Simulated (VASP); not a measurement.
Here is a VASP 6.6.1 calculation.

The input POSCAR:

```
TaO
1.0
    0.0000000000      2.3860341057      2.3860341057
    2.3860341057      0.0000000000      2.3860341057
    2.3860341057      2.3860341057      0.0000000000
Ta O
1 1
Direct
    0.0000000000      0.0000000000      0.0000000000
    0.2500000000      0.2500000000      0.2500000000
```

File INCAR.step1:

```
SYSTEM = TaO
PREC = Accurate
ENCUT = 660
ISMEAR = 0
SIGMA = 0.1
LREAL = .False.
LASPH = .True.
NELM = 120
NBANDS = 16
GGA = PE
ALGO = Normal
EDIFF = 1E-5
LWAVE = .True.
LCHARG = .False.
GGA_COMPAT = .False.
```

The input INCAR.step2:

```
SYSTEM = TaO
PREC = Accurate
ENCUT = 660
EDIFF = 1E-6
ISMEAR = 0
SIGMA = 0.1
LREAL = .False.
LASPH = .True.
NELM = 120
ALGO = Normal
ISIF = 2
LWAVE = .False.
LCHARG = .False.
METAGGA = R2SCAN
LMIXTAU = .True.
NBANDS = 16
ISTART = 1
GGA_COMPAT = .False.
```

KPOINTS

```
regular mesh
0
Gamma
  6 6 6
  0 0 0
```

Potentials or basis: VASP PAW PBE potentials, release 64 (Ta_pv, O).

The run is started by

```sh
$ cat potpaw_PBE.64/Ta_pv/POTCAR potpaw_PBE.64/O/POTCAR > POTCAR
$ cp INCAR.step1 INCAR
$ mpirun -np 1 vasp_std > vasp.out
$ cp INCAR.step2 INCAR
$ mpirun -np 1 vasp_std > vasp.out
```

Q: What does it give for the band gap on the k mesh?

A: Zero (an odd number of electrons rules out a gap without spin polarisation).

Q: Predict the pressure.

A: 0.0 GPa.

Caveat: the k points lie up to 0.38 Å⁻¹ apart, too coarse for converged energies and pressures of a metal; the PAW data sets were made with another functional, which shifts forces and pressure a little; spin-orbit coupling is left out, which moves the levels of the heavy elements; an odd number of electrons without spin polarisation forces a metal; a magnetic or distorted state may lie lower.
